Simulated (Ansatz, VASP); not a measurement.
Pt: VASP beside Ansatz

Contents of INCAR:

```
SYSTEM = Pt
  PREC = Accurate
  ENCUT = 520
  EDIFF = 1E-6
  ISMEAR = -1
  SIGMA = 0.1
  LREAL = .FALSE.
  LASPH = .TRUE.
  NELM = 60
  ALGO = Normal
  ISIF = 2
  LWAVE = .FALSE.
  LCHARG = .FALSE.
  GGA = B5
  ALDAX = 1.0
  AGGAX = 1.0
  AGGAC = 1.0
  ALDAC = 0.0
  NBANDS = 11
```

KPOINTS

```
Automatic mesh
0
G
  22 22 22
  0 0 0
```

File POSCAR:

```
Pt
1.0
    0.0000000000      1.9711201617      1.9711201617
    1.9711201617      0.0000000000      1.9711201617
    1.9711201617      1.9711201617      0.0000000000
Pt
1
Direct
    0.0000000000      0.0000000000      0.0000000000
```

Input for Ansatz:

```yaml
crystal:
  lattice:
    - [0.0, 1.9711201617, 1.9711201617]
    - [1.9711201617, 0.0, 1.9711201617]
    - [1.9711201617, 1.9711201617, 0.0]
  atoms:
    - { symbol: Pt, position: [0.0, 0.0, 0.0] }
hamiltonian:
  xc: blyp
  pseudopotentials:
    kind: paw
    azcp:
      Pt: "pseudopotentials/Pt.paw.azcp"
basis:
  ecutwfc: 420
  fft_grid_basis: typed
kpoints:
  mp_grid: { grid: [22, 22, 22], shift: [0, 0, 0] }
magnetization:
  spin_polarized: false
scf:
  occupations: { method: fermi_dirac, width: 0.1 }
output:
  stress: true
```

Alike in both runs: task single point; functional BLYP; k mesh 22 × 22 × 22; occupations fermi-dirac, width 0.1 eV; no spin polarisation.

|  | VASP | Ansatz |
| --- | --- | --- |
| version | VASP 6.6.1 | Ansatz 0.2.0 |
| potentials or method | VASP PAW PBE potentials, release 64 (Pt), cutoff 520 eV | plane waves (420 eV) with PAW, scalar-relativistic |
| valence electrons in the cell | 10 | 18 |

```csv
,VASP,Ansatz,Ansatz less VASP
pressure (GPa),22.3,20.8,-1.44
```

VASP's potentials were made for PBE, not for BLYP. VASP's potentials hold 10 valence electrons a cell and Ansatz's 18, so a difference there can come from the potentials and not from the codes.

Neither program's run includes spin-orbit coupling.
